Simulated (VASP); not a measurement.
# WS2 (R3m) in VASP: a series of runs

WS2 is run at these levels: PBE+D3(BJ); tasks: single point.

All numbers are computed with VASP 6.6.1; they aren't measurements. Logs are shortened: lines on timing, memory, paths and dates and some standing lists are left out, and cuts for length are marked.

**1. The cell of the first run**

It takes space group R3m (No. 160, trigonal). The conventional cell has a = 3.126 Å, b = 3.126 Å, c = 18.988 Å, α = 90.00°, β = 90.00°, γ = 120.00°. W (site symmetry 3m) has 6 S at 2.44 Å and 6 W at 3.13 Å within 3.2 Å. Within 3.3 Å of S (site symmetry 3m) lie 3 W at 2.44 Å and 7 S at 3.13 to 3.30 Å. Within 3.3 Å of S (site symmetry 3m) lie 3 W at 2.44 Å and 7 S at 3.13 to 3.30 Å.

**2. Single point, PBE+D3(BJ)**

INCAR

```
PREC = Accurate
ENCUT = 520
EDIFF = 1E-7
ISMEAR = 0
SIGMA = 0.05
LREAL = False
LASPH = True
NELM = 100
ALGO = Normal
ISIF = 2
LWAVE = False
LCHARG = False
GGA = PE
IVDW = 12
NBANDS = 20
```

KPOINTS

```
regular mesh
0
Gamma
  12 12 12
```

POSCAR

```
WS2
1.0
    1.5628000000      0.9022830007      6.3294666667
   -1.5628000000      0.9022830007      6.3294666667
    0.0000000000     -1.8045660014      6.3294666667
W S
1 2
Direct
    0.9993440419      0.9993440419      0.9993440419
    0.7527816504      0.7527816504      0.7527816504
    0.5791743077      0.5791743077      0.5791743077
```

Potentials or basis: VASP PAW PBE potentials, release 64 (W_sv, S).

Run with:

```
$ cat potpaw_PBE.64/W_sv/POTCAR potpaw_PBE.64/S/POTCAR > POTCAR
$ mpirun -np 1 vasp_std > vasp.out
```

OUTCAR:

```text
PREC = Accurate
   ENCUT = 520
   EDIFF = 1E-7
   ISMEAR = 0
   LREAL = False
   LASPH = True
   NELM = 100
   ISIF = 2
   GGA = PE
   IVDW = 12
 IVDW          = 12

 ion  position               nearest neighbor table
   1  0.999  0.999  0.999-   2 2.44   2 2.44   2 2.44   3 2.44   3 2.44   3 2.44
   2  0.753  0.753  0.753-   1 2.44   1 2.44   1 2.44
   3  0.579  0.579  0.579-   1 2.44   1 2.44   1 2.44

  LATTYP: Found a trigonal (rhomboedric) cell.
 ALAT       =     6.5816872258
 COS(alpha) =     0.8872381166

  Lattice vectors:

 A1 = (   1.5628000000,   0.9022830007,   6.3294666667)
 A2 = (  -1.5628000000,   0.9022830007,   6.3294666667)
 A3 = (   0.0000000000,  -1.8045660014,   6.3294666667)

Analysis of symmetry for initial positions (statically):
=====================================================================
 Subroutine PRICEL returns:
 Original cell was already a primitive cell.

 Routine SETGRP: Setting up the symmetry group for a
 trigonal (rhombohedral) supercell.

 Subroutine GETGRP returns: Found  6 space group operations
 (whereof  6 operations were pure point group operations)
 out of a pool of 12 trial point group operations.

The static configuration has the point symmetry C_3v.

Analysis of symmetry for dynamics (positions and initial velocities):
=====================================================================
 Subroutine PRICEL returns:
 Original cell was already a primitive cell.

 Routine SETGRP: Setting up the symmetry group for a
 trigonal (rhombohedral) supercell.

 Subroutine GETGRP returns: Found  6 space group operations
 (whereof  6 operations were pure point group operations)
 out of a pool of 12 trial point group operations.

The dynamic configuration has the point symmetry C_3v.

 Subroutine INISYM returns: Found  6 space group operations
 (whereof  6 operations are pure point group operations),
 and found     1 'primitive' translations

----------------------------------------------------------------------------------------

                                     Primitive cell

  volume of cell :      53.5506

  direct lattice vectors                    reciprocal lattice vectors
     1.562800000  0.902283001  6.329466667     0.319938572  0.184716621  0.052663732
    -1.562800000  0.902283001  6.329466667    -0.319938572  0.184716621  0.052663732
     0.000000000 -1.804566001  6.329466667     0.000000000 -0.369433241  0.052663732

  length of vectors
     6.581687226  6.581687226  6.581687226     0.373168043  0.373168043  0.373168043

  position of ions in fractional coordinates (direct lattice)
     0.999344042  0.999344042  0.999344042
     0.752781650  0.752781650  0.752781650
     0.579174308  0.579174308  0.579174308

  ion indices of the primitive-cell ions
   primitive index   ion index
                 1           1
                 2           2
                 3           3

----------------------------------------------------------------------------------------

 KPOINTS: regular mesh

Automatic generation of k-mesh.
 Grid dimensions read from file:
 generate k-points for:   12   12   12

 Generating k-lattice:

  Cartesian coordinates                     Fractional coordinates (reciprocal lattice)
     0.026661548  0.015393052  0.004388644     0.083333333 -0.000000000  0.000000000
    -0.026661548  0.015393052  0.004388644    -0.000000000  0.083333333  0.000000000
     0.000000000 -0.030786103  0.004388644     0.000000000  0.000000000  0.083333333

  Length of vectors
     0.031097337  0.031097337  0.031097337

  Shift w.r.t. Gamma in fractional coordinates (k-lattice)
     0.000000000  0.000000000  0.000000000

 Subroutine IBZKPT returns following result:
 ===========================================

 Found    189 irreducible k-points:

 Following reciprocal coordinates:
            Coordinates               Weight
  0.000000  0.000000  0.000000      1.000000
  0.083333  0.000000  0.000000      6.000000
  0.166667 -0.000000  0.000000      6.000000
  0.250000  0.000000  0.000000      6.000000
  0.333333  0.000000  0.000000      6.000000
  0.416667  0.000000  0.000000      6.000000
[... 16 lines left out ...]
  0.500000  0.166667  0.000000     12.000000
 -0.416667  0.166667 -0.000000     12.000000
 [... further k-points ...]
   k-points           NKPTS =    189   k-points in BZ     NKDIM =    189   number of bands    NBANDS=     20
   number of dos      NEDOS =    301   number of ions     NIONS =      3
   total plane-waves  NPLWV = 125000
   dimension x,y,z NGX =    50 NGY =   50 NGZ =   50
   dimension x,y,z NGXF=   100 NGYF=  100 NGZF=  100
   ions per type =               1   2
   NGX,Y,Z   is equivalent  to a cutoff of  12.63, 12.63, 12.63 a.u.
   NGXF,Y,Z  is equivalent  to a cutoff of  25.26, 25.26, 25.26 a.u.
 SYSTEM =  unknown system
   PREC   = accura    normal or accurate (medium, high low for compatibility)
   ISTART =      0    job   : 0-new  1-cont  2-samecut
   ICHARG =      2    charge: 1-file 2-atom 10-const
   ISPIN  =      1    spin polarized calculation?
   LNONCOLLINEAR =      F non collinear calculations
   LSORBIT =      F    spin-orbit coupling
   LASPH  =      T    aspherical Exc in radial PAW
   ENCUT  =  520.0 eV  38.22 Ry    6.18 a.u.  12.24 12.24 12.24*2*pi/ulx,y,z
   NELM   =    100;   NELMIN=  2; NELMDL= -5     # of ELM steps
   EDIFF  = 0.1E-06   stopping-criterion for ELM
   LREAL  =      F    real-space projection
   EDIFFG = 0.1E-05   stopping-criterion for IOM
   NSW    =      0    number of steps for IOM
   IBRION =     -1    ionic relax: 0-MD 1-quasi-New 2-CG
   NFREE  =      0    steps in history (QN), initial steepest desc. (CG)
   ISIF   =      2    stress and relaxation
   ISYM   =      2    0-nonsym 1-usesym 2-fastsym
   POTIM  = 0.5000    time-step for ionic-motion
   TEBEG  =    0.0;   TEEND  =   0.0 temperature during run
   PSTRESS=    0.0 pullay stress
   NELECT =      26.0000    total number of electrons
   NUPDOWN=      -1.0000    fix difference up-down
   EMIN   =  10.00;   EMAX   =-10.00  energy-range for DOS
   EFERMI =   0.00;   METHOD = LEGACY
   ISMEAR =     0;   SIGMA  =   0.05  broadening in eV -4-tet -1-fermi 0-gaus
   EFERMI_NEDOS =   21; number of points for ismear=-14 and -15
   IALGO  =     38    algorithm
   IMIX   =      4    mixing-type and parameters
     AMIX     =   0.40;   BMIX     =  1.00
     AMIX_MAG =   1.60;   BMIX_MAG =  1.00
  volume/ion in A,a.u.               =      17.85       120.46
  Fermi-wavevector in a.u.,A,eV,Ry     =   1.286701  2.431513 22.525811  1.655600
  Thomas-Fermi vector in A             =   2.418760
   LORBIT       =      0    0 simple, 1 ext, 2 COOP (PROOUT), +10 PAW based schemes
   GGA     = PE    functional components
   LHFCALC =     F    Hartree Fock is set to
   AEXX    =    0.0000 exact exchange contribution
   IVDW    =    12    specifies the selected vdW correction
   LEPSILON=     F    determine dielectric tensor
   LRPA    =     F    only Hartree local field effects (RPA)
 non-spin polarized calculation
 Gauss-broadening in eV      SIGMA  =   0.05
  energy-cutoff  :      520.00
  volume of cell :       53.55
 maximum number of plane-waves:      1460
 NGX is ok and might be reduce to    50
   NGX = 25   NGY = 25   NGZ = 25

 number of electron      25.9999999 magnetization

 Free energy of the ion-electron system (eV)
  ---------------------------------------------------
  ext. energy  EPLUGINS =         0.00000000
  ---------------------------------------------------
  free energy    TOTEN  =       -23.53423293 eV

  energy without entropy =      -23.53423293  energy(sigma->0) =      -23.53423293

 E-fermi :   7.2311     XC(G=0): -10.9594

 val. band max:        7.0342529474   @ k =   0.5000   0.5000   0.5000
 cond. band min:       8.1480188976   @ k =  -0.1667   0.1667   0.0000
 fundamental gap:      1.1137659502
 Fermi energy:         7.2310759509

 k-point     1 :       0.0000    0.0000    0.0000
  band No.  band energies     occupation
      1     -67.2483      2.00000
      2     -31.5000      2.00000
      3     -31.2722      2.00000
      4     -31.2722      2.00000
      5      -8.0672      2.00000
      6      -6.3436      2.00000
[... 12 lines left out ...]
     19      15.4024      0.00000
     20      15.8487      0.00000

 k-point     2 :       0.0833    0.0000    0.0000
  band No.  band energies     occupation
      1     -67.2469      2.00000
      2     -31.4953      2.00000
      3     -31.2987      2.00000
      4     -31.2784      2.00000
      5      -7.9465      2.00000
      6      -6.2980      2.00000
[... 12 lines left out ...]
     19      15.8304      0.00000
     20      15.9712      0.00000

 k-point     3 :       0.1667   -0.0000    0.0000
  band No.  band energies     occupation
      1     -67.2430      2.00000
      2     -31.4826      2.00000
      3     -31.3705      2.00000
      4     -31.2952      2.00000
      5      -7.6005      2.00000
      6      -6.1674      2.00000
[... 12 lines left out ...]
     19      16.0307      0.00000
     20      16.5540      0.00000

 k-point     4 :       0.2500    0.0000    0.0000
  band No.  band energies     occupation
      1     -67.2377      2.00000
      2     -31.4671      2.00000
      3     -31.4651      2.00000
      4     -31.3181      2.00000
      5      -7.0783      2.00000
      6      -5.9720      2.00000
[... 429 lines left out ...]
 k-point    23 :       0.5000    0.1667    0.0000
  band No.  band energies     occupation
      1     -67.2272      2.00000
      2     -31.6079      2.00000
      3     -31.4300      2.00000
      4     -31.4135      2.00000
      5      -5.7352      2.00000
      6      -5.5039      2.00000
[... 12 lines left out ...]
     19      15.2016      0.00000
     20      15.8180      0.00000

 k-point    24 :      -0.4167    0.1667   -0.0000
  band No.  band energies     occupation
      1     -67.2260      2.00000
      2     -31.6245      2.00000
      3     -31.4260      2.00000
      4     -31.4241      2.00000
      5      -5.5441      2.00000
      6      -5.4293      2.00000
[... 12 lines left out ...]
     19      15.3435      0.00000
     20      15.7911      0.00000

 [... further k-points ...]

------------------------ aborting loop because EDIFF is reached ----------------------------------------

 Edisp (eV)   -1.27238

 E8    (eV) :    -0.5346

  FORCE on cell =-STRESS in cart. coord.  units (eV):
  Direction    XX          YY          ZZ          XY          YZ          ZX
  --------------------------------------------------------------------------------------
  -------------------------------------------------------------------------------------
  Total      -0.35899    -0.35899    -4.09149     0.00000     0.00000     0.00000
  in kB     -10.74048   -10.74048  -122.41293     0.00000     0.00000     0.00000
  external pressure =      -47.96 kB  Pullay stress =        0.00 kB

 VOLUME and BASIS-vectors are now :
 -----------------------------------------------------------------------------
  energy-cutoff  :      520.00
  volume of cell :       53.55
      direct lattice vectors                 reciprocal lattice vectors
     1.562800000  0.902283001  6.329466667     0.319938572  0.184716621  0.052663732
    -1.562800000  0.902283001  6.329466667    -0.319938572  0.184716621  0.052663732
     0.000000000 -1.804566001  6.329466667     0.000000000 -0.369433241  0.052663732

 POSITION                                       TOTAL-FORCE (eV/Angst)
 -----------------------------------------------------------------------------------
      0.00000      0.00000     18.97594         0.000000      0.000000     -0.001107
      0.00000      0.00000     14.29412         0.000000      0.000000     -1.121707
      0.00000      0.00000     10.99759         0.000000      0.000000      1.122814
 -----------------------------------------------------------------------------------
    total drift:                                0.000000     -0.000000     -0.000243

  FREE ENERGIE OF THE ION-ELECTRON SYSTEM (eV)
  ---------------------------------------------------
  free  energy   TOTEN  =       -24.8066151967 eV

  energy  without entropy=      -24.8066151967  energy(sigma->0) =      -24.80661520
```

It took 5.9 min on 1 thread of AMD EPYC 9R45 (Zen 5), shared host; peak memory 0.43 GiB.

What came out:

| Quantity | Value |
| --- | --- |
| Free energy | -24.8066 eV |
| Pressure | -4.8 GPa |
| Largest force | 1.123 eV/Å |
| Band gap on the k mesh | 1.11 eV (least direct gap 2.21 eV) |
| Dispersion energy per atom | -0.424 eV |

Forces in eV/Å, atoms in the order of the input:
```
W    0.000  0.000 -0.001
S    0.000  0.000 -1.122
S    0.000  0.000  1.123
```

Caveat: the cell stands under tension; spin-orbit coupling is left out, which moves the levels of the heavy elements; forces of over 1 eV/Å act on the atoms, so gaps and moduli don't describe the material at rest.

**3. Single point, PBE+D3(BJ)**

This run uses another cell than the first one, of 17.92 Å³/atom.

INCAR

```
SYSTEM = WS2
  PREC = Accurate
  ENCUT = 520
  EDIFF = 1E-6
  ISMEAR = 0
  SIGMA = 0.05
  LREAL = .FALSE.
  LASPH = .TRUE.
  NELM = 60
  ALGO = Normal
  ISIF = 2
  LWAVE = .FALSE.
  LCHARG = .FALSE.
  GGA = PE
  IVDW = 12
  NBANDS = 20
```

KPOINTS

```
regular mesh
0
G
  12 12 12
  0 0 0
```

POSCAR

```
WS2
1.0
    1.5312500000      0.8840675997      6.6193666667
   -1.5312500000      0.8840675997      6.6193666667
    0.0000000000     -1.7681351994      6.6193666667
W S
1 2
Direct
    0.9993440419      0.9993440419      0.9993440419
    0.7527816504      0.7527816504      0.7527816504
    0.5791743077      0.5791743077      0.5791743077
```

Potentials or basis: VASP PAW PBE potentials, release 64 (W_sv, S).

Run with:

```
$ cat potpaw_PBE.64/W_sv/POTCAR potpaw_PBE.64/S/POTCAR > POTCAR
$ mpirun -np 1 vasp_std > vasp.out
```

It took 6.4 min on 1 thread of AMD EPYC 9R45 (Zen 5), shared host; peak memory 0.45 GiB.

The run converged. Its results:

```
Free energy                : -24.5435 eV
Pressure                   : -5.6 GPa
Largest force              : 1.932 eV/Å
Band gap on the k mesh     : 1.05 eV (least direct gap 1.84 eV)
Dispersion energy per atom : -0.422 eV
```

Forces in eV/Å, atoms in the order of the input:
```
W    0.000  0.000 -0.004
S    0.000  0.000 -1.929
S    0.000  0.000  1.932
```

Stress tensor (GPa, compression positive):
```
  2.40   0.00   0.00
  0.00   2.40   0.00
  0.00   0.00 -21.75
```

Levels at points of the mesh, in eV from the valence-band top:
```csv
k point,band 9,band 10,band 11,band 12,band 13,band 14,band 15,band 16,band 17,band 18
"(0.00, 0.00, 0.00)",-1.98,-1.77,-1.45,-0.75,-0.75,2.93,2.93,3.11,3.11,5.80
"(0.50, 0.00, 0.00)",-4.55,-2.78,-2.51,-1.25,-0.57,2.89,3.54,4.08,4.15,5.57
"(0.50, 0.50, 0.00)",-4.31,-2.98,-2.72,-1.03,-0.73,3.15,3.52,3.68,4.48,5.91
"(0.50, 0.50, 0.50)",-1.99,-1.99,-0.73,-0.73,-0.31,2.84,2.84,3.17,3.17,6.27
```

Caveat: the cell stands under tension; spin-orbit coupling is left out, which moves the levels of the heavy elements; forces of over 1 eV/Å act on the atoms, so gaps and moduli don't describe the material at rest. As with any semilocal functional, this PBE gap is likely too small.
